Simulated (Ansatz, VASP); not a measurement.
**Two plane-wave programs on MgS**

```
CELL_PARAMETERS angstrom
0.00000 2.60152 2.60152
2.60152 0.00000 2.60152
2.60152 2.60152 0.00000
ATOMIC_POSITIONS crystal
Mg 0.00000 0.00000 0.00000
S 0.50000 0.50000 0.50000
```

Alike in both runs: task single point; functional PBE-based global hybrid; k mesh 4 × 4 × 4; no spin polarisation.

|  | VASP | Ansatz |
| --- | --- | --- |
| version | VASP 6.6.1 | Ansatz 0.2.0 |
| potentials or method | VASP PAW PBE potentials, release 64 (Mg, S) | plane waves |
| plane-wave cutoff (eV) | 520 | 420 |
| occupations | gaussian, width 0.01 eV | fixed |
| valence electrons in the cell | 8 | 16 |

|  | VASP | Ansatz | Ansatz less VASP |
| --- | --- | --- | --- |
| gap on the k mesh at the Fermi level (eV) | 10.09 | 10.19 | +0.098 |
| pressure (GPa) | -5.2 | -4.1 | +1.05 |

VASP's potentials were made for PBE, not for PBE-based global hybrid. VASP's potentials hold 8 valence electrons a cell and Ansatz's 16, so a difference there can come from the potentials and not from the codes. Ansatz's warnings: stress exchange threshold loose, stress scf threshold loose.

The k mesh is coarse, so the values compare programs but aren't converged.
